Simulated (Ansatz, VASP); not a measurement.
## One calculation of B3As, two programs

```
B As
1.0
     3.43481    0.00000    0.00000
    -1.71741    2.97463    0.00000
     0.00000    0.00000    3.98532
B As
3 1
Direct
  0.50000 0.00000 0.50000
  0.00000 0.50000 0.50000
  0.50000 0.50000 0.50000
  0.00000 0.00000 0.00000
```

Change from the starting cell: species swapped into the TiCl3 type (P6_3/mcm, No. 193).

Alike in both runs: functional PBE; k mesh 18 × 18 × 12; occupations gaussian, width 0.1 eV; no spin polarisation.

Ansatz relaxed the structure, and its values are those at the end. VASP's run is a single point on that final structure, the one shown.

|  | VASP | Ansatz |
| --- | --- | --- |
| version | VASP 6.6.1 | Ansatz 0.2.0 |
| potentials or method | VASP PAW PBE potentials, release 64 (B, As), cutoff 520 eV | scalar-relativistic, plane waves, PAW |
| valence electrons in the cell | 14 | 24 |

Ansatz gave:

* gap on the k mesh at the Fermi level (eV): none
* pressure (GPa): 0.0

Q: What did VASP give for the same quantities?

A: gap on the k mesh at the Fermi level (eV): none; pressure (GPa): 0.1.

A gap of «none» marks a metal or a gap that the smearing closes. VASP's potentials hold 14 valence electrons a cell and Ansatz's 24, so a difference there can come from the potentials and not from the codes.
